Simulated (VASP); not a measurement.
# SnSe: single point with r2SCAN

SnSe, a slab with vacuum:

```
Sn Se
1.0
     4.28533    0.00000    0.00000
     0.00000    4.28533    0.00000
     0.00000    0.00000   10.99069
Sn Se
2 2
Direct
  0.50000 0.00000 0.37663
  0.00000 0.50000 0.62337
  0.50000 0.00000 0.62059
  0.00000 0.50000 0.37941
```

This cell differs from its parent crystal: atoms displaced along a vibrational mode.

- Program: VASP 6.6.1
- Task: single point
- Functional: r2SCAN
- Potentials or basis: VASP PAW PBE potentials, release 64 (Sn_d, Se)
- Cutoff: 520 eV
- k mesh: 6 × 6 × 4
- Occupations: gaussian, width 0.05 eV
- Spin: no spin polarisation
- Dipole correction: no
- Further INCAR settings: ALGO = Normal; EDIFF = 1e-06; NBANDS = 28

```yaml
Largest_force: 0.091 eV/Å
Band_gap_on_the_k_mesh: 1.77 eV
```

Forces on the atoms (eV/Å):
```
Sn   0.000  0.000 -0.091
Sn   0.000  0.000  0.091
Se   0.000  0.000 -0.050
Se   0.000  0.000  0.050
```

Levels at points of the mesh, in eV from the valence-band top:
```csv
k point,band 17,band 18,band 19,band 20,band 21,band 22,band 23,band 24
"(0.00, 0.00, 0.00)",-3.23,-1.91,-1.91,-0.51,2.02,4.16,4.25,4.82
"(0.50, 0.00, 0.00)",-1.69,-1.69,-0.07,-0.07,1.77,1.77,2.24,2.24
"(0.50, 0.50, 0.00)",-3.41,-3.41,-1.83,-1.83,3.98,3.98,5.14,5.14
"(0.00, 0.00, 0.50)",-3.23,-1.91,-1.91,-0.52,1.88,4.16,4.82,4.82
"(0.50, 0.00, 0.50)",-1.69,-1.69,-0.07,-0.07,1.77,1.77,2.24,2.24
"(0.50, 0.50, 0.50)",-3.41,-3.41,-1.83,-1.83,3.95,3.95,5.20,5.20
```

Run time: 10 min on 1 thread of Intel(R) Xeon(R) Platinum 8259CL CPU @ 2.50GHz (Skylake/Cascade Lake) (shared host), peak memory 0.4 GiB.

Caveat: the cell differs from its parent crystal (atoms displaced along a vibrational mode); the PAW data sets were made with another functional, which shifts forces and pressure a little; spin-orbit coupling is left out, which moves the levels of the heavy elements.
